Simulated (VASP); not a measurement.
A run of VASP 6.6.1 is set up as follows.

The input INCAR:

```
SYSTEM = AlP
PREC     = Accurate       ! precision mode
ENCUT    = 500            ! plane-wave cutoff, eV
EDIFF    = 1E-6           ! SCF threshold, eV
ISMEAR   = 0              ! smearing method
SIGMA    = 0.01           ! smearing width, eV
LREAL    = .FALSE.        ! projectors in reciprocal space
LASPH    = .TRUE.         ! aspherical terms in the spheres
NELM     = 120            ! most SCF steps
ALGO     = Normal         ! electronic algorithm
ISIF     = 2              ! what is computed and relaxed
LWAVE    = .FALSE.        ! write WAVECAR
LCHARG   = .FALSE.        ! write CHGCAR
GGA      = PE             ! functional
NBANDS   = 11             ! bands
GGA_COMPAT= .FALSE.
```

File KPOINTS:

```
regular mesh
0
G
  4 4 4
  0 0 0
```

POSCAR

```
AlP
1.0
    0.0000000000      2.7255000000      2.7255000000
    2.7255000000      0.0000000000      2.7255000000
    2.7255000000      2.7255000000      0.0000000000
Al P
1 1
Direct
    0.0000000000      0.0000000000      0.0000000000
    0.7500000000      0.7500000000      0.7500000000
```

Potentials or basis: VASP PAW PBE potentials, release 64 (Al, P).

Command:

```bash
$ cat potpaw_PBE.64/Al/POTCAR potpaw_PBE.64/P/POTCAR > POTCAR
$ mpirun -np 1 vasp_std > vasp.out
```

Problem. What does it give for the band gap on the k mesh?

Solution. 1.55 eV (least direct gap 3.34 eV).

Problem. Estimate the pressure.

Solution. 3.1 GPa.

Caveat: the k points lie up to 0.50 Å⁻¹ apart. A k mesh can miss the band edges.
